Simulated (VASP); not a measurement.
Set up this calculation in VASP 6.6.1, as the native input.

* Task: single point
* Functional: r2SCAN
* Potentials or basis: VASP PAW PBE potentials, release 64 (Ba_sv, Zr_sv, O)
* Cutoff: 520 eV
* k mesh: 6 × 6 × 6
* Occupations: gaussian, width 0.05 eV
* Spin: no spin polarisation
* Dipole correction: no
* Further INCAR settings: ALGO = Normal; EDIFF = 1e-06; NBANDS = 28

BaZrO3:

```xyz
5
Lattice="3.7633 0.0000 0.0000 0.0000 3.7633 0.0000 0.0000 0.0000 4.1815" Properties=species:S:1:pos:R:3 pbc="T T T"
Ba    1.8817    1.8817    2.0907
Zr    0.0000    0.0000    0.0000
O     1.8817    0.0000    0.0000
O     0.0000    1.8817    0.0000
O     0.0000    0.0000    2.0907
```

This cell differs from its parent crystal: strain -0.1000 x Voigt [1, 1, 0, 0, 0, 0].

These files were run (other wordings do the same):

POSCAR

```
BaZrO3
1.0
    3.7633500000      0.0000000000      0.0000000000
    0.0000000000      3.7633500000      0.0000000000
    0.0000000000      0.0000000000      4.1815000000
Ba Zr O
1 1 3
Direct
    0.5000000000      0.5000000000      0.5000000000
    0.0000000000      0.0000000000      0.0000000000
    0.5000000000      0.0000000000      0.0000000000
    0.0000000000      0.5000000000      0.0000000000
    0.0000000000      0.0000000000      0.5000000000
```

INCAR.step1

```
SYSTEM = BaZrO3
PREC = Accurate
ENCUT = 520
ISMEAR = 0
SIGMA = 0.05
LREAL = .FALSE.
LASPH = .TRUE.
NELM = 60
NBANDS = 28
GGA = PE
ALGO = Normal
EDIFF = 1E-4
LWAVE = .TRUE.
LCHARG = .FALSE.
```

INCAR.step2

```
SYSTEM = BaZrO3
PREC = Accurate
ENCUT = 520
EDIFF = 1E-6
ISMEAR = 0
SIGMA = 0.05
LREAL = .FALSE.
LASPH = .TRUE.
NELM = 60
ALGO = Normal
ISIF = 2
LWAVE = .FALSE.
LCHARG = .FALSE.
METAGGA = R2SCAN
LMIXTAU = .TRUE.
NBANDS = 28
ISTART = 1
```

KPOINTS

```
Automatic mesh
0
G
  6 6 6
  0 0 0
```

Potentials or basis: VASP PAW PBE potentials, release 64 (Ba_sv, Zr_sv, O).

Run with:

```sh
$ cat potpaw_PBE.64/Ba_sv/POTCAR potpaw_PBE.64/Zr_sv/POTCAR potpaw_PBE.64/O/POTCAR > POTCAR
$ cp INCAR.step1 INCAR
$ mpirun -np 1 vasp_std > vasp.out
$ cp INCAR.step2 INCAR
$ mpirun -np 1 vasp_std > vasp.out
```

Results of the run:

```
Pressure               : 68.6 GPa
Band gap on the k mesh : 3.39 eV, direct
```

Caveat: the cell differs from its parent crystal (strain -0.1000 x Voigt [1, 1, 0, 0, 0, 0]); the PAW data sets were made with another functional, which shifts forces and pressure a little; spin-orbit coupling is left out, which moves the levels of the heavy elements.

Run time: 2.6 min on 1 thread of Intel(R) Xeon(R) Platinum 8375C CPU @ 2.90GHz (Ice Lake) (shared host), peak memory 0.21 GiB.
